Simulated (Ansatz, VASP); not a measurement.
**BaTiO3 in VASP and in Ansatz**

Contents of INCAR:

```
SYSTEM = BaTiO3
ALGO     = Normal         ! electronic algorithm
EDIFF    = 1E-7           ! SCF threshold, eV
ENCUT    = 520            ! plane-wave cutoff, eV
GGA      = PS             ! functional
ISIF     = 2              ! what is computed and relaxed
ISMEAR   = 0              ! smearing method
LASPH    = .TRUE.         ! aspherical terms in the spheres
LCHARG   = .TRUE.         ! write CHGCAR
LELF     = .TRUE.         ! ELF
LREAL    = .FALSE.        ! projectors in reciprocal space
LVHAR    = .TRUE.       
LWAVE    = .FALSE.        ! write WAVECAR
NBANDS   = 28             ! bands
NELM     = 80             ! most SCF steps
PREC     = Accurate       ! precision mode
SIGMA    = 0.02           ! smearing width, eV
```

Contents of KPOINTS:

```
k-points
0
G
  8 8 8
  0 0 0
```

POSCAR

```
BaTiO3
1.0
    4.0889654123      0.0000000000      0.0000000000
    0.0000000000      3.9410376295      0.0000000000
    0.0000000000      0.0000000000      3.9410376295
Ba Ti O
1 1 3
Direct
    0.5000000000      0.5000000000      0.5000000000
    0.0000000000      0.0000000000      0.0000000000
    0.5000000000      0.0000000000      0.0000000000
    0.0000000000      0.5000000000      0.0000000000
    0.0000000000      0.0000000000      0.5000000000
```

Input for Ansatz:

```yaml
crystal:
  lattice:
    - [4.0889654123, 0.0, 0.0]
    - [0.0, 3.9410376295, 0.0]
    - [0.0, 0.0, 3.9410376295]
  atoms:
    - { symbol: Ba, position: [0.5, 0.5, 0.5] }
    - { symbol: Ti, position: [0.0, 0.0, 0.0] }
    - { symbol: O, position: [0.5, 0.0, 0.0] }
    - { symbol: O, position: [0.0, 0.5, 0.0] }
    - { symbol: O, position: [0.0, 0.0, 0.5] }
basis:
  ecutwfc: 420
kpoints:
  mp_grid: { grid: [8, 8, 8] }
  band_path: { path: [VBM, CBM], npoints: 2 }
hamiltonian:
  xc: pbesol
scf:
  occupations: { method: gaussian, width: 0.02 }
output:
  forces: true
  stress: true
  eigenvalues: true
checkpoint:
  read: start.run
  write: ck
  compress: false
  write_wavefunctions: false
  write_every: 100000
```

Alike in both runs: task single point; functional PBEsol; k mesh 8 × 8 × 8; occupations gaussian, width 0.02 eV; no spin polarisation.

|  | VASP | Ansatz |
| --- | --- | --- |
| version | VASP 6.6.1 | Ansatz 0.2.0 |
| potentials or method | VASP PAW PBE potentials, release 64 (Ba_sv, Ti_sv, O), cutoff 520 eV | scalar-relativistic, plane waves, PAW |
| valence electrons in the cell | 40 | 40 |

|  | VASP | Ansatz | Ansatz less VASP |
| --- | --- | --- | --- |
| gap on the k mesh at the Fermi level (eV) | 1.64 | 1.70 | +0.063 |
| least direct gap on the mesh (eV) | 1.81 | 1.84 | +0.030 |
| pressure (GPa) | -0.4 | -2.3 | -1.89 |
| traceless stress, the component that is largest in VASP (GPa) | -4.72 | -4.56 | +0.159 |

VASP's potentials were made for PBE, not for PBEsol.

Neither program's run includes spin-orbit coupling.
